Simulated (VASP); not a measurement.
# SiO2 (P4_12_12) in VASP: notebook

SiO2 is run at these levels: PBE; tasks: single point.

All numbers are computed with VASP 6.6.1; they aren't measurements. Logs are shortened: lines on timing, memory, paths and dates and some standing lists are left out, and cuts for length are marked.

## (1) The cell of the first run

It takes space group P4_12_12 (No. 92, tetragonal). Conventional cell: a = 5.175 Å, b = 5.175 Å, c = 7.264 Å, α = 90.00°, β = 90.00°, γ = 90.00°. Si (site symmetry 2) has 4 O at 1.62 Å within 2.2 Å. O (site symmetry 1) has 2 Si at 1.62 Å within 2.2 Å.

## (2) Single point, PBE (16.21 Å³/atom)

The input, INCAR:

```
SYSTEM = SiO2
PREC     = Accurate       ! precision mode
ENCUT    = 520            ! plane-wave cutoff, eV
EDIFF    = 1E-6           ! SCF threshold, eV
ISMEAR   = 0              ! smearing method
SIGMA    = 0.02           ! smearing width, eV
LREAL    = .False.        ! projectors in reciprocal space
LASPH    = .True.         ! aspherical terms in the spheres
NELM     = 80             ! most SCF steps
ALGO     = Normal         ! electronic algorithm
ISIF     = 2              ! what is computed and relaxed
LWAVE    = .False.        ! write WAVECAR
LCHARG   = .False.        ! write CHGCAR
GGA      = PE             ! functional
NBANDS   = 44             ! bands
```

The input, KPOINTS:

```
Automatic mesh
0
Gamma
  6 6 4
  0 0 0
```

The input, POSCAR:

```
SiO2
1.0
    5.1747427555      0.0000000000      0.0000000000
    0.0000000000      5.1747427555      0.0000000000
    0.0000000000      0.0000000000      7.2644063551
Si O
4 8
Direct
    0.2824258698      0.2824258698      0.0000000000
    0.2175741302      0.7824258698      0.2500000000
    0.7175741302      0.7175741302      0.5000000000
    0.7824258698      0.2175741302      0.7500000000
    0.2451256845      0.0698714736      0.1623045866
    0.4301285264      0.7451256845      0.4123045866
    0.7548743155      0.9301285264      0.6623045866
    0.5698714736      0.2548743155      0.9123045866
    0.7451256845      0.4301285264      0.5876954134
    0.9301285264      0.7548743155      0.3376954134
    0.2548743155      0.5698714736      0.0876954134
    0.0698714736      0.2451256845      0.8376954134
```

Potentials or basis: VASP PAW PBE potentials, release 64 (Si, O).

Launch:

```console
cat potpaw_PBE.64/Si/POTCAR potpaw_PBE.64/O/POTCAR > POTCAR
mpirun -np 1 vasp_std > vasp.out
```

OUTCAR:

```text
SYSTEM = SiO2
   PREC = Accurate
   ENCUT = 520
   EDIFF = 1E-6
   ISMEAR = 0
   LREAL = .False.
   LASPH = .True.
   NELM = 80
   ISIF = 2
   GGA = PE

 ion  position               nearest neighbor table
   1  0.282  0.282  0.000-   5 1.62  12 1.62  11 1.62   8 1.62
   2  0.218  0.782  0.250-   6 1.62  11 1.62  10 1.62   5 1.62
   3  0.718  0.718  0.500-   7 1.62  10 1.62   9 1.62   6 1.62
   4  0.782  0.218  0.750-   8 1.62   9 1.62   7 1.62  12 1.62
   5  0.245  0.070  0.162-   1 1.62   2 1.62
   6  0.430  0.745  0.412-   2 1.62   3 1.62
   7  0.755  0.930  0.662-   3 1.62   4 1.62
   8  0.570  0.255  0.912-   4 1.62   1 1.62
   9  0.745  0.430  0.588-   4 1.62   3 1.62
  10  0.930  0.755  0.338-   3 1.62   2 1.62
  11  0.255  0.570  0.088-   2 1.62   1 1.62
  12  0.070  0.245  0.838-   1 1.62   4 1.62

  LATTYP: Found a simple tetragonal cell.
 ALAT       =     5.1747427555
 C/A-ratio  =     1.4038198029

  Lattice vectors:

 A1 = (   5.1747427555,   0.0000000000,   0.0000000000)
 A2 = (   0.0000000000,   5.1747427555,   0.0000000000)
 A3 = (   0.0000000000,   0.0000000000,   7.2644063551)

Analysis of symmetry for initial positions (statically):
=====================================================================
 Subroutine PRICEL returns:
 Original cell was already a primitive cell.

 Routine SETGRP: Setting up the symmetry group for a
 simple tetragonal supercell.

 Subroutine GETGRP returns: Found  8 space group operations
 (whereof  2 operations were pure point group operations)
 out of a pool of 16 trial point group operations.

The static configuration has the point symmetry C_2 .
 The point group associated with its full space group is D_4 .

Analysis of symmetry for dynamics (positions and initial velocities):
=====================================================================
 Subroutine PRICEL returns:
 Original cell was already a primitive cell.

 Routine SETGRP: Setting up the symmetry group for a
 simple tetragonal supercell.

 Subroutine GETGRP returns: Found  8 space group operations
 (whereof  2 operations were pure point group operations)
 out of a pool of 16 trial point group operations.

The dynamic configuration has the point symmetry C_2 .
 The point group associated with its full space group is D_4 .

 Subroutine INISYM returns: Found  8 space group operations
 (whereof  2 operations are pure point group operations),
 and found     1 'primitive' translations

----------------------------------------------------------------------------------------

                                     Primitive cell

  volume of cell :     194.5260

  direct lattice vectors                    reciprocal lattice vectors
     5.174742755  0.000000000  0.000000000     0.193246321  0.000000000  0.000000000
     0.000000000  5.174742755  0.000000000     0.000000000  0.193246321  0.000000000
     0.000000000  0.000000000  7.264406355     0.000000000  0.000000000  0.137657498

  length of vectors
     5.174742755  5.174742755  7.264406355     0.193246321  0.193246321  0.137657498

  position of ions in fractional coordinates (direct lattice)
     0.282425870  0.282425870  0.000000000
     0.217574130  0.782425870  0.250000000
     0.717574130  0.717574130  0.500000000
     0.782425870  0.217574130  0.750000000
     0.245125685  0.069871474  0.162304587
     0.430128526  0.745125685  0.412304587
     0.754874315  0.930128526  0.662304587
     0.569871474  0.254874315  0.912304587
     0.745125685  0.430128526  0.587695413
     0.930128526  0.754874315  0.337695413
     0.254874315  0.569871474  0.087695413
     0.069871474  0.245125685  0.837695413

  ion indices of the primitive-cell ions
   primitive index   ion index
                 1           1
                 2           2
                 3           3
                 4           4
                 5           5
                 6           6
                 7           7
                 8           8
                 9           9
                10          10
                11          11
                12          12

----------------------------------------------------------------------------------------

 KPOINTS: Automatic mesh

Automatic generation of k-mesh.
 Grid dimensions read from file:
 generate k-points for:    6    6    4

 Generating k-lattice:

  Cartesian coordinates                     Fractional coordinates (reciprocal lattice)
     0.032207720  0.000000000  0.000000000     0.166666667  0.000000000  0.000000000
     0.000000000  0.032207720  0.000000000     0.000000000  0.166666667  0.000000000
     0.000000000  0.000000000  0.034414374     0.000000000  0.000000000  0.250000000

  Length of vectors
     0.032207720  0.032207720  0.034414374

  Shift w.r.t. Gamma in fractional coordinates (k-lattice)
     0.000000000  0.000000000  0.000000000

 Subroutine IBZKPT returns following result:
 ===========================================

 Found     30 irreducible k-points:

 Following reciprocal coordinates:
            Coordinates               Weight
  0.000000  0.000000  0.000000      1.000000
  0.166667  0.000000  0.000000      4.000000
  0.333333  0.000000  0.000000      4.000000
  0.500000  0.000000  0.000000      2.000000
  0.166667  0.166667  0.000000      4.000000
  0.333333  0.166667  0.000000      8.000000
[... 16 lines left out ...]
  0.333333  0.000000  0.500000      4.000000
  0.500000  0.000000  0.500000      2.000000
 [... further k-points ...]
   k-points           NKPTS =     30   k-points in BZ     NKDIM =     30   number of bands    NBANDS=     44
   number of dos      NEDOS =    301   number of ions     NIONS =     12
   total plane-waves  NPLWV =  86400
   dimension x,y,z NGX =    40 NGY =   40 NGZ =   54
   dimension x,y,z NGXF=    80 NGYF=   80 NGZF=  108
   ions per type =               4   8
   NGX,Y,Z   is equivalent  to a cutoff of  12.85, 12.85, 12.36 a.u.
   NGXF,Y,Z  is equivalent  to a cutoff of  25.70, 25.70, 24.72 a.u.
 SYSTEM =  SiO2
   PREC   = accura    normal or accurate (medium, high low for compatibility)
   ISTART =      0    job   : 0-new  1-cont  2-samecut
   ICHARG =      2    charge: 1-file 2-atom 10-const
   ISPIN  =      1    spin polarized calculation?
   LNONCOLLINEAR =      F non collinear calculations
   LSORBIT =      F    spin-orbit coupling
   LASPH  =      T    aspherical Exc in radial PAW
   ENCUT  =  520.0 eV  38.22 Ry    6.18 a.u.   9.62  9.62 13.51*2*pi/ulx,y,z
   NELM   =     80;   NELMIN=  2; NELMDL= -5     # of ELM steps
   EDIFF  = 0.1E-05   stopping-criterion for ELM
   LREAL  =      F    real-space projection
   EDIFFG = 0.1E-04   stopping-criterion for IOM
   NSW    =      0    number of steps for IOM
   IBRION =     -1    ionic relax: 0-MD 1-quasi-New 2-CG
   NFREE  =      0    steps in history (QN), initial steepest desc. (CG)
   ISIF   =      2    stress and relaxation
   ISYM   =      2    0-nonsym 1-usesym 2-fastsym
   POTIM  = 0.5000    time-step for ionic-motion
   TEBEG  =    0.0;   TEEND  =   0.0 temperature during run
   PSTRESS=    0.0 pullay stress
   NELECT =      64.0000    total number of electrons
   NUPDOWN=      -1.0000    fix difference up-down
   EMIN   =  10.00;   EMAX   =-10.00  energy-range for DOS
   EFERMI =   0.00;   METHOD = LEGACY
   ISMEAR =     0;   SIGMA  =   0.02  broadening in eV -4-tet -1-fermi 0-gaus
   EFERMI_NEDOS =   21; number of points for ismear=-14 and -15
   IALGO  =     38    algorithm
   IMIX   =      4    mixing-type and parameters
     AMIX     =   0.40;   BMIX     =  1.00
     AMIX_MAG =   1.60;   BMIX_MAG =  1.00
  volume/ion in A,a.u.               =      16.21       109.39
  Fermi-wavevector in a.u.,A,eV,Ry     =   1.130166  2.135704 17.378386  1.277275
  Thomas-Fermi vector in A             =   2.266862
   LORBIT       =      0    0 simple, 1 ext, 2 COOP (PROOUT), +10 PAW based schemes
   GGA     = PE    functional components
   LHFCALC =     F    Hartree Fock is set to
   AEXX    =    0.0000 exact exchange contribution
   IVDW    =     0    specifies the selected vdW correction
   LEPSILON=     F    determine dielectric tensor
   LRPA    =     F    only Hartree local field effects (RPA)
 non-spin polarized calculation
 Gauss-broadening in eV      SIGMA  =   0.02
  energy-cutoff  :      520.00
  volume of cell :      194.53
 maximum number of plane-waves:      5271
 NGX is ok and might be reduce to    40
   NGX = 19   NGY = 19   NGZ = 27

 number of electron      63.9999993 magnetization

 Free energy of the ion-electron system (eV)
  ---------------------------------------------------
  ext. energy  EPLUGINS =         0.00000000
  ---------------------------------------------------
  free energy    TOTEN  =       -94.93979421 eV

  energy without entropy =      -94.93979421  energy(sigma->0) =      -94.93979421

 E-fermi :  -0.5437     XC(G=0):  -7.7790

 val. band max:       -0.6437748685   @ k =   0.0000   0.0000   0.0000
 cond. band min:       4.7815433068   @ k =   0.0000   0.0000   0.0000
 fundamental gap:      5.4253181753
 Fermi energy:        -0.5437470374

 k-point     1 :       0.0000    0.0000    0.0000
  band No.  band energies     occupation
      1     -19.9387      2.00000
      2     -19.0965      2.00000
      3     -19.0965      2.00000
      4     -17.9751      2.00000
      5     -17.9711      2.00000
      6     -17.9685      2.00000
[... 36 lines left out ...]
     43      10.2562      0.00000
     44      10.3467      0.00000

 k-point     2 :       0.1667    0.0000    0.0000
  band No.  band energies     occupation
      1     -19.8867      2.00000
      2     -19.1561      2.00000
      3     -19.0326      2.00000
      4     -18.0460      2.00000
      5     -17.9779      2.00000
      6     -17.9762      2.00000
[... 36 lines left out ...]
     43      10.4041      0.00000
     44      10.6379      0.00000

 k-point     3 :       0.3333    0.0000    0.0000
  band No.  band energies     occupation
      1     -19.7410      2.00000
      2     -19.3181      2.00000
      3     -18.8505      2.00000
      4     -18.2858      2.00000
      5     -17.9865      2.00000
      6     -17.9843      2.00000
[... 36 lines left out ...]
     43      10.1223      0.00000
     44      10.3002      0.00000

 k-point     4 :       0.5000    0.0000    0.0000
  band No.  band energies     occupation
      1     -19.5340      2.00000
      2     -19.5340      2.00000
      3     -18.5822      2.00000
      4     -18.5822      2.00000
      5     -17.9892      2.00000
      6     -17.9892      2.00000
[... 882 lines left out ...]
     43      10.0329      0.00000
     44      10.0329      0.00000

 k-point    23 :       0.3333    0.0000    0.5000
  band No.  band energies     occupation
      1     -19.5834      2.00000
      2     -19.5834      2.00000
      3     -18.5241      2.00000
      4     -18.5241      2.00000
      5     -17.9765      2.00000
      6     -17.9765      2.00000
[... 36 lines left out ...]
     43      10.4286      0.00000
     44      10.4286      0.00000

 k-point    24 :       0.5000    0.0000    0.5000
  band No.  band energies     occupation
      1     -19.5308      2.00000
      2     -19.5308      2.00000
      3     -18.5941      2.00000
      4     -18.5941      2.00000
      5     -17.9797      2.00000
      6     -17.9797      2.00000
[... 36 lines left out ...]
     43      10.6413      0.00000
     44      10.6435      0.00000

 [... further k-points ...]

------------------------ aborting loop because EDIFF is reached ----------------------------------------

  FORCE on cell =-STRESS in cart. coord.  units (eV):
  Direction    XX          YY          ZZ          XY          YZ          ZX
  --------------------------------------------------------------------------------------
  -------------------------------------------------------------------------------------
  Total       -0.9869966     -0.9869966     -0.9629579      0.0000000      0.0000000     -0.0000000
  in kB       -8.1292142     -8.1292142     -7.9312245      0.0000000      0.0000000     -0.0000000
  external PRESSURE =      -8.0632176 kB  Pullay stress =       0.0000000 kB

 VOLUME and BASIS-vectors are now :
 -----------------------------------------------------------------------------
  energy-cutoff  :      520.00
  volume of cell :      194.53
      direct lattice vectors                 reciprocal lattice vectors
     5.174742755  0.000000000  0.000000000     0.193246321  0.000000000  0.000000000
     0.000000000  5.174742755  0.000000000     0.000000000  0.193246321  0.000000000
     0.000000000  0.000000000  7.264406355     0.000000000  0.000000000  0.137657498

 POSITION                                       TOTAL-FORCE (eV/Angst)
 -----------------------------------------------------------------------------------
      1.46148      1.46148      0.00000         0.005496      0.005496      0.000000
      1.12589      4.04885      1.81610        -0.005496      0.005496      0.000000
      3.71326      3.71326      3.63220        -0.005496     -0.005496      0.000000
      4.04885      1.12589      5.44830         0.005496     -0.005496      0.000000
      1.26846      0.36157      1.17905        -0.004197      0.003097     -0.011112
      2.22580      3.85583      2.99515        -0.003097     -0.004197     -0.011112
      3.90628      4.81318      4.81125         0.004197     -0.003097     -0.011112
      2.94894      1.31891      6.62735         0.003097      0.004197     -0.011112
      3.85583      2.22580      4.26926        -0.004197     -0.003097      0.011112
      4.81318      3.90628      2.45316        -0.003097      0.004197      0.011112
      1.31891      2.94894      0.63706         0.004197      0.003097      0.011112
      0.36157      1.26846      6.08536         0.003097     -0.004197      0.011112
 -----------------------------------------------------------------------------------
    total drift:                               -0.000000      0.000000     -0.000000

  FREE ENERGIE OF THE ION-ELECTRON SYSTEM (eV)
  ---------------------------------------------------
  free  energy   TOTEN  =       -94.9397942080 eV

  energy  without entropy=      -94.9397942080  energy(sigma->0) =      -94.93979421
```

It took 2.4 min on 1 thread of Intel Xeon Platinum 8488C (Sapphire Rapids), shared host; peak memory 0.37 GiB.

What came out:

- Free energy: -94.9398 eV
- Pressure: -0.8 GPa
- Largest force: 0.012 eV/Å
- Band gap on the k mesh: 5.43 eV

Forces on the atoms (eV/Å):
```
Si   0.005  0.005  0.000
Si  -0.005  0.005  0.000
Si  -0.005 -0.005  0.000
Si   0.005 -0.005  0.000
O   -0.004  0.003 -0.011
O   -0.003 -0.004 -0.011
O    0.004 -0.003 -0.011
O    0.003  0.004 -0.011
O   -0.004 -0.003  0.011
O   -0.003  0.004  0.011
O    0.004  0.003  0.011
O    0.003 -0.004  0.011
```

Levels at points of the mesh, in eV from the valence-band top:
```tsv
k point	band 30	band 31	band 32	band 33	band 34	band 35
(0.00, 0.00, 0.00)	-0.15	-0.15	0.00	5.43	8.51	8.51
(0.50, 0.00, 0.00)	-0.66	-0.37	-0.37	7.33	7.33	9.00
(0.50, 0.50, 0.00)	-0.61	-0.59	-0.59	8.37	8.37	8.43
(0.00, 0.00, 0.50)	-0.45	-0.40	-0.40	6.54	6.54	9.03
(0.50, 0.00, 0.50)	-0.93	-0.10	-0.10	7.54	7.54	8.43
(0.50, 0.50, 0.50)	-0.70	-0.70	-0.70	8.91	8.91	8.91
```

(Continued in part 2 of 2.)
